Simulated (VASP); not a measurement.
# Na2S (Fm-3m) in VASP: further runs

Aim: see how the results for Na2S move with the level of theory and the settings. Levels: LDA, PBEsol, PBE, r2SCAN. Tasks: single point.

Program: VASP 6.6.1. These are calculated values, not measurements. Logs are shortened: lines on timing, memory, paths and dates and some standing lists are left out, and cuts for length are marked.

## Step 1: The cell of the first run

The structure is cubic, space group Fm-3m (No. 225). Conventional cell: a = 6.384 Å, b = 6.384 Å, c = 6.384 Å, α = 90.00°, β = 90.00°, γ = 90.00°. Na (site symmetry -43m) has 4 S at 2.76 Å and 6 Na at 3.19 Å within 3.6 Å. Within 3.6 Å of S (site symmetry m-3m) lie 8 Na at 2.76 Å.

## Step 2: Single point, LDA

The input, INCAR:

```
ALGO = Normal ; EDIFF = 1E-6
ENCUT = 500 ; GGA_COMPAT = False
ISIF = 2 ; ISMEAR = -1
LASPH = True ; LCHARG = True
LELF = True ; LREAL = False
LVHAR = True ; LWAVE = False
NBANDS = 17 ; NELM = 120
PREC = Accurate ; SIGMA = 0.02
```

The input, KPOINTS:

```
k-points
0
Gamma
  8 8 8
```

The input, POSCAR:

```
Na2S
1.0
    0.0000000000      3.1918618284      3.1918618284
    3.1918618284      0.0000000000      3.1918618284
    3.1918618284      3.1918618284      0.0000000000
Na S
2 1
Direct
    0.2500000000      0.2500000000      0.2500000000
    0.7500000000      0.7500000000      0.7500000000
    0.0000000000      0.0000000000      0.0000000000
```

Potentials or basis: VASP PAW LDA potentials, release 64 (Na_pv, S).

Launch:

```console
> cat potpaw_LDA.64/Na_pv/POTCAR potpaw_LDA.64/S/POTCAR > POTCAR
> mpirun -np 1 vasp_std > vasp.out
```

OUTCAR:

```text
EDIFF = 1E-6
   ENCUT = 500
   ISIF = 2
   ISMEAR = -1
   LASPH = True
   LREAL = False
   NELM = 120
   PREC = Accurate

 ion  position               nearest neighbor table
   1  0.250  0.250  0.250-   3 2.76   3 2.76   3 2.76   3 2.76
   2  0.750  0.750  0.750-   3 2.76   3 2.76   3 2.76   3 2.76
   3  0.000  0.000  0.000-   2 2.76   2 2.76   2 2.76   1 2.76   1 2.76   1 2.76   2 2.76   1 2.76

  LATTYP: Found a face centered cubic cell.
 ALAT       =     6.3837236568

  Lattice vectors:

 A1 = (   0.0000000000,   3.1918618284,   3.1918618284)
 A2 = (   3.1918618284,   0.0000000000,   3.1918618284)
 A3 = (   3.1918618284,   3.1918618284,   0.0000000000)

Analysis of symmetry for initial positions (statically):
=====================================================================
 Subroutine PRICEL returns:
 Original cell was already a primitive cell.

 Routine SETGRP: Setting up the symmetry group for a
 face centered cubic supercell.

 Subroutine GETGRP returns: Found 48 space group operations
 (whereof 48 operations were pure point group operations)
 out of a pool of 48 trial point group operations.

The static configuration has the point symmetry O_h .

Analysis of symmetry for dynamics (positions and initial velocities):
=====================================================================
 Subroutine PRICEL returns:
 Original cell was already a primitive cell.

 Routine SETGRP: Setting up the symmetry group for a
 face centered cubic supercell.

 Subroutine GETGRP returns: Found 48 space group operations
 (whereof 48 operations were pure point group operations)
 out of a pool of 48 trial point group operations.

The dynamic configuration has the point symmetry O_h .

 Subroutine INISYM returns: Found 48 space group operations
 (whereof 48 operations are pure point group operations),
 and found     1 'primitive' translations

----------------------------------------------------------------------------------------

                                     Primitive cell

  volume of cell :      65.0373

  direct lattice vectors                    reciprocal lattice vectors
     0.000000000  3.191861828  3.191861828    -0.156648385  0.156648385  0.156648385
     3.191861828  0.000000000  3.191861828     0.156648385 -0.156648385  0.156648385
     3.191861828  3.191861828  0.000000000     0.156648385  0.156648385 -0.156648385

  length of vectors
     4.513974287  4.513974287  4.513974287     0.271322961  0.271322961  0.271322961
[... 83 lines left out ...]
   EDIFF  = 0.1E-05   stopping-criterion for ELM
   LREAL  =      F    real-space projection
   EDIFFG = 0.1E-04   stopping-criterion for IOM
   NSW    =      0    number of steps for IOM
   IBRION =     -1    ionic relax: 0-MD 1-quasi-New 2-CG
   NFREE  =      0    steps in history (QN), initial steepest desc. (CG)
   ISIF   =      2    stress and relaxation
   ISYM   =      2    0-nonsym 1-usesym 2-fastsym
   POTIM  = 0.5000    time-step for ionic-motion
   TEBEG  =    0.0;   TEEND  =   0.0 temperature during run
   PSTRESS=    0.0 pullay stress
   NELECT =      20.0000    total number of electrons
   NUPDOWN=      -1.0000    fix difference up-down
   EMIN   =  10.00;   EMAX   =-10.00  energy-range for DOS
   EFERMI =   0.00;   METHOD = LEGACY
   ISMEAR =    -1;   SIGMA  =   0.02  broadening in eV -4-tet -1-fermi 0-gaus
   EFERMI_NEDOS =   21; number of points for ismear=-14 and -15
   IALGO  =     38    algorithm
   IMIX   =      4    mixing-type and parameters
     AMIX     =   0.40;   BMIX     =  1.00
     AMIX_MAG =   1.60;   BMIX_MAG =  1.00
  volume/ion in A,a.u.               =      21.68       146.30
  Fermi-wavevector in a.u.,A,eV,Ry     =   1.105005  2.088156 16.613192  1.221035
  Thomas-Fermi vector in A             =   2.241486
   LORBIT       =      0    0 simple, 1 ext, 2 COOP (PROOUT), +10 PAW based schemes
   GGA     = CA    functional components
   LHFCALC =     F    Hartree Fock is set to
   AEXX    =    0.0000 exact exchange contribution
   IVDW    =     0    specifies the selected vdW correction
   LEPSILON=     F    determine dielectric tensor
   LRPA    =     F    only Hartree local field effects (RPA)
 non-spin polarized calculation
  energy-cutoff  :      500.00
  volume of cell :       65.04
 maximum number of plane-waves:      1676
 NGX is ok and might be reduce to    36
   NGX = 17   NGY = 17   NGZ = 17

 number of electron      20.0000014 magnetization

 Free energy of the ion-electron system (eV)
  ---------------------------------------------------
  ext. energy  EPLUGINS =         0.00000000
  ---------------------------------------------------
  free energy    TOTEN  =       -10.91264458 eV

  energy without entropy =      -10.91264458  energy(sigma->0) =      -10.91264458

 E-fermi :   0.7784     XC(G=0):  -8.5596

 val. band max:        0.2832099441   @ k =   0.0000   0.0000   0.0000
 cond. band min:       2.7748002733   @ k =   0.0000   0.0000   0.0000
 fundamental gap:      2.4915903292
 Fermi energy:         0.7783557836

 k-point     1 :       0.0000    0.0000    0.0000
  band No.  band energies     occupation
      1     -21.7786      2.00000
      2     -21.7786      2.00000
      3     -21.7786      2.00000
      4     -21.7079      2.00000
      5     -21.7079      2.00000
      6     -21.7079      2.00000
[... 457 lines left out ...]
      4     -21.7466      2.00000
      5     -21.7096      2.00000
      6     -21.7083      2.00000
[... 9 lines left out ...]
     16      11.0958      0.00000
     17      12.4778      0.00000

 [... further k-points ...]

------------------------ aborting loop because EDIFF is reached ----------------------------------------

  FORCE on cell =-STRESS in cart. coord.  units (eV):
  Direction    XX          YY          ZZ          XY          YZ          ZX
  --------------------------------------------------------------------------------------
  -------------------------------------------------------------------------------------
  Total       -0.0003786     -0.0003786     -0.0003786     -0.0000000     -0.0000000      0.0000000
  in kB       -0.0093258     -0.0093258     -0.0093258     -0.0000000     -0.0000000      0.0000000
  external PRESSURE =      -0.0093258 kB  Pullay stress =       0.0000000 kB

 VOLUME and BASIS-vectors are now :
 -----------------------------------------------------------------------------
  energy-cutoff  :      500.00
  volume of cell :       65.04
      direct lattice vectors                 reciprocal lattice vectors
     0.000000000  3.191861828  3.191861828    -0.156648385  0.156648385  0.156648385
     3.191861828  0.000000000  3.191861828     0.156648385 -0.156648385  0.156648385
     3.191861828  3.191861828  0.000000000     0.156648385  0.156648385 -0.156648385

 POSITION                                       TOTAL-FORCE (eV/Angst)
 -----------------------------------------------------------------------------------
      1.59593      1.59593      1.59593        -0.000000     -0.000000     -0.000000
      4.78779      4.78779      4.78779         0.000000      0.000000      0.000000
      0.00000      0.00000      0.00000        -0.000000      0.000000     -0.000000
 -----------------------------------------------------------------------------------
    total drift:                                0.000000      0.000000      0.000000

  FREE ENERGIE OF THE ION-ELECTRON SYSTEM (eV)
  ---------------------------------------------------
  free  energy   TOTEN  =       -10.9126445776 eV

  energy  without entropy=      -10.9126445776  energy(sigma->0) =      -10.91264458
```

OSZICAR:

```text
N       E                     dE             d eps       ncg     rms          rms(c)
DAV:   1     0.144268582165E+03    0.14427E+03   -0.10278E+04   986   0.120E+03
DAV:   2    -0.128190936613E+01   -0.14555E+03   -0.14105E+03  1038   0.314E+02
DAV:   3    -0.115523235561E+02   -0.10270E+02   -0.10221E+02  1219   0.829E+01
DAV:   4    -0.117409629439E+02   -0.18864E+00   -0.18848E+00  1184   0.119E+01
DAV:   5    -0.117442182310E+02   -0.32553E-02   -0.32549E-02  1276   0.157E+00    0.369E+00
DAV:   6    -0.109891554984E+02    0.75506E+00   -0.15054E+00  1318   0.587E+00    0.293E+00
DAV:   7    -0.109218843550E+02    0.67271E-01   -0.19236E-01  1200   0.192E+00    0.182E+00
DAV:   8    -0.109127031583E+02    0.91812E-02   -0.15143E-02  1110   0.102E+00    0.500E-01
DAV:   9    -0.109123845374E+02    0.31862E-03   -0.89038E-04  1317   0.212E-01    0.316E-01
DAV:  10    -0.109126667468E+02   -0.28221E-03   -0.76380E-04  1063   0.215E-01    0.182E-01
DAV:  11    -0.109126428357E+02    0.23911E-04   -0.65545E-05  1131   0.873E-02    0.425E-02
DAV:  12    -0.109126449300E+02   -0.20943E-05   -0.44507E-06  1137   0.234E-02    0.472E-03
DAV:  13    -0.109126445776E+02    0.35236E-06   -0.77343E-07   868   0.613E-03
   1 F= -.10912645E+02 E0= -.10912645E+02  d E =-.570416E-12
```

stdout:

```text
POSCAR found type information on POSCAR NaS
 POSCAR found :  2 types and       3 ions
 scaLAPACK will be used
 LDA part: xc-table for (Slater(with rela. corr.)+CA(PZ))
 , standard interpolation
 POSCAR, INCAR and KPOINTS ok, starting setup
 FFT: planning ... GRIDC
 FFT: planning ... GRID_SOFT
 FFT: planning ... GRID
 WAVECAR not read
 entering main loop
```

Run time: 27 s. Hardware: 1 thread of Intel Xeon Platinum 8259CL at 2.50GHz (Skylake/Cascade Lake), shared host; peak memory 0.17 GiB.

What came out:

```
Free energy            : -10.9126 eV
Pressure               : 0.0 GPa
Band gap on the k mesh : 2.49 eV
```

A hybrid or GW would open this gap; LDA tends to underestimate it.

## Step 3: Single point, PBEsol

This run uses another cell than the first one, of 22.90 Å³/atom.

The input, INCAR:

```
SYSTEM = Na2S
  PREC = Accurate
  ENCUT = 500
  EDIFF = 1E-6
  ISMEAR = -1
  SIGMA = 0.02
  LREAL = .FALSE.
  LASPH = .TRUE.
  NELM = 120
  ALGO = Normal
  ISIF = 2
  LWAVE = .FALSE.
  LCHARG = .FALSE.
  GGA = PS
  NBANDS = 17
  GGA_COMPAT = .FALSE.
```

The input, KPOINTS:

```
Automatic mesh
0
G
  8 8 8
  0 0 0
```

The input, POSCAR:

```
Na2S
1.0
    0.0000000000      3.2505811119      3.2505811119
    3.2505811119      0.0000000000      3.2505811119
    3.2505811119      3.2505811119      0.0000000000
Na S
2 1
Direct
    0.2500000000      0.2500000000      0.2500000000
    0.7500000000      0.7500000000      0.7500000000
    0.0000000000      0.0000000000      0.0000000000
```

Potentials or basis: VASP PAW PBE potentials, release 64 (Na_pv, S).

Launch:

```console
> cat potpaw_PBE.64/Na_pv/POTCAR potpaw_PBE.64/S/POTCAR > POTCAR
> mpirun -np 1 vasp_std > vasp.out
```

It took 38 s on 1 thread of Intel Xeon Platinum 8259CL at 2.50GHz (Skylake/Cascade Lake), shared host; peak memory 0.19 GiB.

It converged, with:

| Quantity | Value |
| --- | --- |
| Free energy | -10.3749 eV |
| Pressure | 0.1 GPa |
| Band gap on the k mesh | 2.42 eV |

Levels at points of the mesh, in eV from the valence-band top:
```
           k point  band 6  band 7  band 8  band 9  band 10  band 11  band 12  band 13  band 14  band 15
(0.00, 0.00, 0.00)  -21.97  -10.15    0.00    0.00     0.00     2.42     7.72     7.72     7.72     9.34
(0.50, 0.00, 0.00)  -22.00   -9.89   -1.71   -0.14    -0.14     4.78     6.39     7.10     7.10    11.27
(0.50, 0.50, 0.00)  -21.96   -9.81   -1.52   -0.47    -0.47     3.70     6.00     8.54     9.78     9.78
```

Caveat: the PAW data sets were made with another functional, which shifts forces and pressure a little.

(Part 1 of 2 ends here.)
